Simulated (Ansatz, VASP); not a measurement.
## LiF: VASP beside Ansatz

Contents of INCAR:

```
PREC = Accurate
ENCUT = 520
EDIFF = 1E-7
ISMEAR = 0
SIGMA = 0.01
LREAL = False
LASPH = True
NELM = 80
ALGO = Normal
ISIF = 2
LWAVE = False
LCHARG = False
GGA = CA
NBANDS = 18
```

The input KPOINTS:

```
Automatic mesh
0
Gamma
  6 6 4
```

The input POSCAR:

```
LiF
1.0
    3.0609398200      0.0000000000      0.0000000000
   -1.5304699100      2.6508516400      0.0000000000
    0.0000000000      0.0000000000      4.8073245700
Li F
2 2
Direct
    0.3333333293      0.6666666717      0.3811542602
    0.6666666674      0.3333333283      0.8811542592
    0.3333333293      0.6666666717      0.9938437400
    0.6666666674      0.3333333283      0.4938437410
```

Input for Ansatz:

```yaml
crystal:
  lattice:
    - [3.06093982, 0.0, 0.0]
    - [-1.53046991, 2.65085164, 0.0]
    - [0.0, 0.0, 4.80732457]
  atoms:
    - { symbol: Li, position: [0.3333333293143074, 0.6666666716964967, 0.38115426019591603] }
    - { symbol: Li, position: [0.666666667418722, 0.33333332830350326, 0.8811542591558366] }
    - { symbol: F, position: [0.3333333293143074, 0.6666666716964967, 0.9938437399911195] }
    - { symbol: F, position: [0.666666667418722, 0.33333332830350326, 0.49384374103119905] }
kpoints:
  mp_grid:
    grid: [6, 6, 4]
    shift: [0.0, 0.0, 0.0]
  band_path:
    path:
      - [0.0, 0.0, 0.0]
      - [0.5, 0.0, 0.0]
      - [0.33333, 0.33333, 0.0]
      - [0.0, 0.0, 0.5]
      - [0.5, 0.0, 0.5]
      - [0.33333, 0.33333, 0.5]
    npoints: 1
hamiltonian:
  xc: lda
scf:
  occupations:
    method: fixed
output:
  fatbands: true
```

Alike in both runs: task single point; functional LDA; k mesh 6 × 6 × 4; no spin polarisation.

|  | VASP | Ansatz |
| --- | --- | --- |
| version | VASP 6.6.1 | Ansatz 0.2.0 |
| potentials or method | VASP PAW LDA potentials, release 64 (Li_sv, F) | plane waves, PAW |
| plane-wave cutoff (eV) | 520 | 420 |
| occupations | gaussian, width 0.01 eV | fixed |
| valence electrons in the cell | 20 | 20 |

|  | VASP | Ansatz | Ansatz less VASP |
| --- | --- | --- | --- |
| gap on the k mesh at the Fermi level (eV) | 7.59 | 7.60 | +0.016 |

LDA's correlation is that of Perdew and Zunger in VASP and of Perdew and Wang (1992) in Ansatz.

Noted on VASP's run: the cutoff is short for stress, so the pressure is rough.
